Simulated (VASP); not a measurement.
# BiB (Fmm2) in VASP: relaxation of cell and atoms with PBE+D3(BJ)

Aim: the relaxation of cell and atoms of BiB with PBE+D3(BJ).

Everything below comes from runs of VASP 6.6.1. Logs are shortened: lines on timing, memory, paths and dates and some standing lists are left out, and cuts for length are marked.

## Step 1: The cell of the first run

The structure is orthorhombic, space group Fmm2 (No. 42). Conventional cell: a = 3.917 Å, b = 7.072 Å, c = 6.663 Å, α = 90.00°, β = 90.00°, γ = 90.00°. Within 2.9 Å of B (site symmetry mm2) lie 3 Bi at 2.23 to 2.25 Å. Within 2.9 Å of Bi (site symmetry mm2) lie 3 B at 2.23 to 2.25 Å.

## Step 2: Relaxation of cell and atoms, PBE+D3(BJ)

Input file INCAR:

```
SYSTEM = BiB
PREC     = Accurate       ! precision mode
ENCUT    = 600            ! plane-wave cutoff, eV
EDIFF    = 1E-6           ! SCF threshold, eV
ISMEAR   = 0              ! smearing method
SIGMA    = 0.01           ! smearing width, eV
LREAL    = .False.        ! projectors in reciprocal space
LASPH    = .True.         ! aspherical terms in the spheres
NELM     = 80             ! most SCF steps
ALGO     = Normal         ! electronic algorithm
ISIF     = 3              ! what is computed and relaxed
LWAVE    = .False.        ! write WAVECAR
LCHARG   = .False.        ! write CHGCAR
GGA      = PE             ! functional
IVDW     = 12             ! dispersion correction
IBRION   = 2              ! ionic algorithm
NSW      = 100            ! ionic steps
EDIFFG   = -0.005         ! ionic threshold
```

Input file KPOINTS:

```
regular mesh
0
Gamma
  12 12 12
  0 0 0
```

Input file POSCAR:

```
BiB
1.0
    0.0000000000      3.5358921763      3.3313268553
    1.9585326453      0.0000000000      3.3313268553
    1.9585326453      3.5358921763      0.0000000000
B Bi
1 1
Direct
    0.0005576478      0.0005576478      0.9994423522
    0.6661423422      0.6661423422      0.3338576578
```

Potentials or basis: VASP PAW PBE potentials, release 64 (B, Bi_d).

Launch:

```
$ cat potpaw_PBE.64/B/POTCAR potpaw_PBE.64/Bi_d/POTCAR > POTCAR
$ mpirun -np 1 vasp_std > vasp.out
```

OUTCAR:

```text
SYSTEM = BiB
   PREC = Accurate
   ENCUT = 600
   EDIFF = 1E-6
   ISMEAR = 0
   LREAL = .False.
   LASPH = .True.
   NELM = 80
   ISIF = 3
   GGA = PE
   IVDW = 12
   IBRION = 2
   NSW = 100
   EDIFFG = -0.005
 IVDW          = 12

 ion  position               nearest neighbor table
   1  0.001  0.001  0.999-   2 2.23   2 2.25   2 2.25
   2  0.666  0.666  0.334-   1 2.23   1 2.25   1 2.25

  LATTYP: Found a face centered orthorhombic cell.
 ALAT       =     3.9170652906
 B/A-ratio  =     1.7009299606
 C/A-ratio  =     1.8053782176

  Lattice vectors:

 A1 = (   0.0000000000,   3.5358921763,   3.3313268553)
 A2 = (  -1.9585326453,   3.5358921763,   0.0000000000)
 A3 = (  -1.9585326453,   0.0000000000,   3.3313268553)

Analysis of symmetry for initial positions (statically):
=====================================================================
 Subroutine PRICEL returns:
 Original cell was already a primitive cell.

 Routine SETGRP: Setting up the symmetry group for a
 face centered orthorhombic supercell.

 Subroutine GETGRP returns: Found  4 space group operations
 (whereof  4 operations were pure point group operations)
 out of a pool of  8 trial point group operations.

The static configuration has the point symmetry C_2v.

Analysis of symmetry for dynamics (positions and initial velocities):
=====================================================================
 Subroutine PRICEL returns:
 Original cell was already a primitive cell.

 Routine SETGRP: Setting up the symmetry group for a
 face centered orthorhombic supercell.

 Subroutine GETGRP returns: Found  4 space group operations
 (whereof  4 operations were pure point group operations)
 out of a pool of  8 trial point group operations.

The dynamic configuration has the point symmetry C_2v.

 Subroutine INISYM returns: Found  4 space group operations
 (whereof  4 operations are pure point group operations),
 and found     1 'primitive' translations

----------------------------------------------------------------------------------------

                                     Primitive cell

  volume of cell :      46.1399

  direct lattice vectors                    reciprocal lattice vectors
     0.000000000  3.535892176  3.331326855    -0.255293166  0.141407027  0.150090346
     1.958532645  0.000000000  3.331326855     0.255293166 -0.141407027  0.150090346
     1.958532645  3.535892176  0.000000000     0.255293166  0.141407027 -0.150090346

  length of vectors
     4.858011126  3.864400178  4.042076645     0.328173216  0.328173216  0.328173216

  position of ions in fractional coordinates (direct lattice)
     0.000557648  0.000557648  0.999442352
     0.666142342  0.666142342  0.333857658

  ion indices of the primitive-cell ions
   primitive index   ion index
                 1           1
                 2           2

----------------------------------------------------------------------------------------

 KPOINTS: regular mesh

Automatic generation of k-mesh.
 Grid dimensions read from file:
 generate k-points for:   12   12   12

 Generating k-lattice:

  Cartesian coordinates                     Fractional coordinates (reciprocal lattice)
    -0.021274431  0.011783919  0.012507529     0.083333333  0.000000000  0.000000000
     0.021274431 -0.011783919  0.012507529     0.000000000  0.083333333  0.000000000
     0.021274431  0.011783919 -0.012507529     0.000000000  0.000000000  0.083333333

  Length of vectors
     0.027347768  0.027347768  0.027347768

  Shift w.r.t. Gamma in fractional coordinates (k-lattice)
     0.000000000  0.000000000  0.000000000

 Subroutine IBZKPT returns following result:
 ===========================================

 Found    280 irreducible k-points:

 Following reciprocal coordinates:
            Coordinates               Weight
  0.000000  0.000000  0.000000      1.000000
  0.083333  0.000000  0.000000      8.000000
  0.166667  0.000000  0.000000      8.000000
  0.250000  0.000000  0.000000      8.000000
  0.333333  0.000000  0.000000      8.000000
  0.416667  0.000000  0.000000      8.000000
[... 16 lines left out ...]
  0.500000  0.166667  0.000000      8.000000
 -0.416667  0.166667  0.000000      8.000000
 [... further k-points ...]
   k-points           NKPTS =    280   k-points in BZ     NKDIM =    280   number of bands    NBANDS=     13
   number of dos      NEDOS =    301   number of ions     NIONS =      2
   total plane-waves  NPLWV =  40960
   dimension x,y,z NGX =    40 NGY =   32 NGZ =   32
   dimension x,y,z NGXF=    80 NGYF=   64 NGZF=   64
   ions per type =               1   1
   NGX,Y,Z   is equivalent  to a cutoff of  13.69, 13.77, 13.16 a.u.
   NGXF,Y,Z  is equivalent  to a cutoff of  27.38, 27.53, 26.32 a.u.
 SYSTEM =  BiB
   PREC   = accura    normal or accurate (medium, high low for compatibility)
   ISTART =      0    job   : 0-new  1-cont  2-samecut
   ICHARG =      2    charge: 1-file 2-atom 10-const
   ISPIN  =      1    spin polarized calculation?
   LNONCOLLINEAR =      F non collinear calculations
   LSORBIT =      F    spin-orbit coupling
   LASPH  =      T    aspherical Exc in radial PAW
   ENCUT  =  600.0 eV  44.10 Ry    6.64 a.u.   9.70  7.72  8.07*2*pi/ulx,y,z
   NELM   =     80;   NELMIN=  2; NELMDL= -5     # of ELM steps
   EDIFF  = 0.1E-05   stopping-criterion for ELM
   LREAL  =      F    real-space projection
   EDIFFG = -.5E-02   stopping-criterion for IOM
   NSW    =    100    number of steps for IOM
   IBRION =      2    ionic relax: 0-MD 1-quasi-New 2-CG
   NFREE  =      1    steps in history (QN), initial steepest desc. (CG)
   ISIF   =      3    stress and relaxation
   ISYM   =      2    0-nonsym 1-usesym 2-fastsym
   POTIM  = 0.5000    time-step for ionic-motion
   TEBEG  =    0.0;   TEEND  =   0.0 temperature during run
   PSTRESS=    0.0 pullay stress
   NELECT =      18.0000    total number of electrons
   NUPDOWN=      -1.0000    fix difference up-down
   EMIN   =  10.00;   EMAX   =-10.00  energy-range for DOS
   EFERMI =   0.00;   METHOD = LEGACY
   ISMEAR =     0;   SIGMA  =   0.01  broadening in eV -4-tet -1-fermi 0-gaus
   EFERMI_NEDOS =   21; number of points for ismear=-14 and -15
   IALGO  =     38    algorithm
   IMIX   =      4    mixing-type and parameters
     AMIX     =   0.40;   BMIX     =  1.00
     AMIX_MAG =   1.60;   BMIX_MAG =  1.00
  volume/ion in A,a.u.               =      23.07       155.68
  Fermi-wavevector in a.u.,A,eV,Ry     =   1.196208  2.260505 19.468756  1.430913
  Thomas-Fermi vector in A             =   2.332154
   LORBIT       =      0    0 simple, 1 ext, 2 COOP (PROOUT), +10 PAW based schemes
   GGA     = PE    functional components
   LHFCALC =     F    Hartree Fock is set to
   AEXX    =    0.0000 exact exchange contribution
   IVDW    =    12    specifies the selected vdW correction
   LEPSILON=     F    determine dielectric tensor
   LRPA    =     F    only Hartree local field effects (RPA)
 conjugate gradient relaxation of ions
 non-spin polarized calculation
 Gauss-broadening in eV      SIGMA  =   0.01
  energy-cutoff  :      600.00
  volume of cell :       46.14
 maximum number of plane-waves:      1560
   NGX = 19   NGY = 15   NGZ = 17

--------------------------------------- Ionic step        1  -------------------------------------------

 number of electron      18.0000001 magnetization

 Free energy of the ion-electron system (eV)
  ---------------------------------------------------
  ext. energy  EPLUGINS =         0.00000000
  ---------------------------------------------------
  free energy    TOTEN  =        -8.01193889 eV

  energy without entropy =       -8.01189023  energy(sigma->0) =       -8.01191456

------------------------ aborting loop because EDIFF is reached ----------------------------------------

 Edisp (eV)   -0.60754

 E8    (eV) :    -0.2775

  FORCE on cell =-STRESS in cart. coord.  units (eV):
  Direction    XX          YY          ZZ          XY          YZ          ZX
  --------------------------------------------------------------------------------------
  -------------------------------------------------------------------------------------
  Total      -0.09729     0.23150    -0.28795     0.00000     0.00000     0.00000
  in kB      -3.37821     8.03855    -9.99890     0.00000     0.00000     0.00000
  external pressure =       -1.78 kB  Pullay stress =        0.00 kB
[... 97 lines left out ...]
  FREE ENERGIE OF THE ION-ELECTRON SYSTEM (eV)
  ---------------------------------------------------
  free  energy   TOTEN  =        -8.6211437931 eV

  energy  without entropy=       -8.6211253383  energy(sigma->0) =       -8.62113457

[... ionic steps 4 to 20 ...]

--------------------------------------- Ionic step       21  -------------------------------------------

 number of electron      18.0000002 magnetization

------------------------ aborting loop because EDIFF is reached ----------------------------------------

 Edisp (eV)   -0.58458

 E8    (eV) :    -0.2668
[... 69 lines left out ...]
  energy  without entropy=       -8.6250412725  energy(sigma->0) =       -8.62506204

--------------------------------------- Ionic step       23  -------------------------------------------

 number of electron      18.0000002 magnetization

 Free energy of the ion-electron system (eV)
  ---------------------------------------------------
  ext. energy  EPLUGINS =         0.00000000
  ---------------------------------------------------
  free energy    TOTEN  =        -8.04043437 eV

  energy without entropy =       -8.04039402  energy(sigma->0) =       -8.04041419

 E-fermi :   5.6224     XC(G=0):  -9.3262

 val. band max:        5.6179485696   @ k =  -0.0833   0.4167   0.4167
 cond. band min:       5.6246169269   @ k =  -0.0833   0.4167   0.3333
 fundamental gap:      0.0066683572
 Fermi energy:         5.6223861049

 k-point     1 :       0.0000    0.0000    0.0000
  band No.  band energies     occupation
      1     -17.7332      2.00000
      2     -17.7194      2.00000
      3     -17.7173      2.00000
      4     -17.6019      2.00000
      5     -17.5869      2.00000
      6      -8.2044      2.00000
      7       4.0428      2.00000
      8       4.1480      2.00000
      9       4.2767      2.00000
     10       5.7092      0.00000
     11       9.4674      0.00000
     12       9.5936      0.00000
     13       9.9947      0.00000
[... 353 lines left out ...]
 k-point    24 :      -0.4167    0.1667    0.0000
  band No.  band energies     occupation
      1     -17.7190      2.00000
      2     -17.6612      2.00000
      3     -17.6414      2.00000
      4     -17.6165      2.00000
      5     -17.6002      2.00000
      6      -6.0340      2.00000
      7      -2.2689      2.00000
      8       1.0277      2.00000
      9       4.5124      2.00000
     10       6.3131      0.00000
     11       8.1645      0.00000
     12      11.2592      0.00000
     13      12.4916      0.00000

 [... further k-points ...]

------------------------ aborting loop because EDIFF is reached ----------------------------------------

 Edisp (eV)   -0.58466

 E8    (eV) :    -0.2668

  FORCE on cell =-STRESS in cart. coord.  units (eV):
  Direction    XX          YY          ZZ          XY          YZ          ZX
  --------------------------------------------------------------------------------------
  -------------------------------------------------------------------------------------
  Total      -0.00621    -0.00192     0.00854     0.00000     0.00000     0.00000
  in kB      -0.20844    -0.06445     0.28655     0.00000     0.00000     0.00000
  external pressure =        0.00 kB  Pullay stress =        0.00 kB
[... 17 lines left out ...]
  FREE ENERGIE OF THE ION-ELECTRON SYSTEM (eV)
  ---------------------------------------------------
  free  energy   TOTEN  =        -8.6250903245 eV

  energy  without entropy=       -8.6250499734  energy(sigma->0) =       -8.62507015

 reached required accuracy - stopping structural energy minimisation
```

It took 46 min on 1 thread of Intel Xeon 8259CL, shared host; peak memory 0.4 GiB.

Results:

```yaml
Free_energy: -8.6251 eV
Relaxed_volume: 23.87 Å³/atom
Relaxed_cell: a = 4.967 Å, b = 3.849 Å, c = 4.175 Å, α = 76.37°, β = 48.86°, γ = 54.77°
Space_group_after_relaxing_to_0.1_Å: Fmm2 (No. 42)
Energy_gained_by_relaxing: 2.8 meV/atom
Ionic_steps: 23
Pressure_after_relaxing: 0.0 GPa
Largest_force_after_relaxing: 0.003 eV/Å
Band_gap_on_the_k_mesh: zero (bands 9 and 10 overlap by 0.80 eV)
Dispersion_energy_per_atom: -0.292 eV
```

Forces on the atoms (eV/Å):
```
B    0.000  0.000 -0.003
Bi   0.000  0.000  0.003
```

Step by step:
| step | energy change (eV) | largest force (eV/Å) | pressure (GPa) | volume (Å³) |
| --- | --- | --- | --- | --- |
| 1 | 0.0000 | 0.0402 | -0.18 | 46.14 |
| 2 | -0.0016 | 0.0701 | 0.47 | 45.97 |
| 3 | -0.0017 | 0.0526 | 0.37 | 45.99 |
| 4 | -0.0030 | 0.0226 | 0.50 | 46.25 |
| 5 | -0.0034 | 0.0529 | 0.55 | 46.46 |
| 6 | -0.0036 | 0.1366 | 0.61 | 46.88 |
| 7 | -0.0037 | 0.1040 | 0.59 | 46.71 |
| 8 | -0.0047 | 0.0668 | 0.39 | 47.06 |
| 9 | -0.0054 | 0.0019 | -0.30 | 48.09 |
| 10 | -0.0056 | 0.0228 | -0.05 | 47.71 |
| 11 | -0.0056 | 0.0199 | -0.01 | 47.73 |
| 12 | -0.0055 | 0.0081 | -0.12 | 47.91 |
| 13 | -0.0056 | 0.0143 | -0.10 | 47.81 |
| 14 | -0.0056 | 0.0176 | -0.07 | 47.77 |
| 15 | -0.0056 | 0.0193 | -0.08 | 47.75 |
| 16 | -0.0056 | 0.0068 | -0.04 | 47.74 |
| 17 | -0.0056 | 0.0031 | -0.01 | 47.74 |
| 18 | -0.0056 | 0.0002 | -0.02 | 47.74 |
| 19 | -0.0056 | 0.0030 | -0.02 | 47.74 |
| 20 | -0.0056 | 0.0007 | -0.01 | 47.74 |
| 21 | -0.0056 | 0.0017 | -0.01 | 47.74 |
| 22 | -0.0056 | 0.0017 | -0.01 | 47.74 |
| 23 | -0.0056 | 0.0033 | 0.00 | 47.73 |

Final structure:
```
B Bi
1.0
     0.00000    3.69367    3.32073
     1.94578    0.00000    3.32073
     1.94578    3.69367    0.00000
B Bi
1 1
Cartesian
  1.9458 3.6937 0.0031
  1.9458 3.6937 4.4248
```

Levels at points of the mesh, in eV from the Fermi level:
```
           k point  band 6  band 7  band 8  band 9  band 10  band 11  band 12  band 13
(0.00, 0.00, 0.00)  -13.83   -1.58   -1.47   -1.35     0.09     3.85     3.97     4.37
(0.50, 0.00, 0.00)  -11.79   -7.99   -3.43   -1.37     0.64     1.07     6.14     7.46
(0.50, 0.50, 0.00)  -11.98   -8.17   -3.34    0.59     1.11     1.79     5.56     6.77
(0.50, 0.00, 0.50)  -13.21   -5.16   -1.71   -1.37    -0.21     3.58     4.26     4.95
(0.00, 0.50, 0.50)  -11.44   -7.68   -3.75   -2.78    -0.17     0.46     7.66     7.73
```

Caveat: spin-orbit coupling is left out, which moves the levels of the heavy elements.
